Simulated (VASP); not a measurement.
Input of a VASP 6.6.1 run:

The input INCAR:

```
SYSTEM = Cs2LiB6Os
PREC = Accurate
ENCUT = 750
EDIFF = 1E-6
ISMEAR = -1
SIGMA = 0.1
LREAL = .False.
LASPH = .True.
NELM = 120
ALGO = Normal
ISIF = 2
LWAVE = .False.
LCHARG = .False.
GGA = PE
NBANDS = 38
GGA_COMPAT = .False.
```

Contents of KPOINTS:

```
regular mesh
0
Gamma
  4 4 4
  0 0 0
```

The input POSCAR:

```
Cs2LiB6Os
1.0
    0.0000000000      4.0781040000      4.0781040000
    4.0781040000      0.0000000000      4.0781040000
    4.0781040000      4.0781040000      0.0000000000
Li Cs Os B
1 2 1 6
Direct
    0.5000000000      0.5000000000      0.5000000000
    0.2500000000      0.2500000000      0.2500000000
    0.7500000000      0.7500000000      0.7500000000
    0.0000000000      0.0000000000      0.0000000000
    0.7670000000      0.2330000000      0.2330000000
    0.2330000000      0.7670000000      0.2330000000
    0.2330000000      0.7670000000      0.7670000000
    0.7670000000      0.2330000000      0.7670000000
    0.2330000000      0.2330000000      0.7670000000
    0.7670000000      0.7670000000      0.2330000000
```

Potentials or basis: VASP PAW PBE potentials, release 64 (Li_sv, Cs_sv, Os_sv_GW, B).

Run with:

```bash
$ cat potpaw_PBE.64/Li_sv/POTCAR potpaw_PBE.64/Cs_sv/POTCAR potpaw_PBE.64/Os_sv_GW/POTCAR potpaw_PBE.64/B/POTCAR > POTCAR
$ mpirun -np 1 vasp_std > vasp.out
```

Estimate the largest force.

3.711 eV/Å.

What does it give for the pressure?

35.2 GPa.

Forces in eV/Å, atoms in the order of the input:
```
Li   0.000  0.000  0.000
Cs   0.000  0.000  0.000
Cs   0.000  0.000  0.000
Os   0.000  0.000  0.000
B    3.711  0.000  0.000
B    0.000  3.711  0.000
B   -3.711  0.000  0.000
B    0.000 -3.711  0.000
B    0.000  0.000  3.711
B    0.000  0.000 -3.711
```

Caveat: forces of over 1 eV/Å act on the atoms, so gaps and moduli don't describe the material at rest.
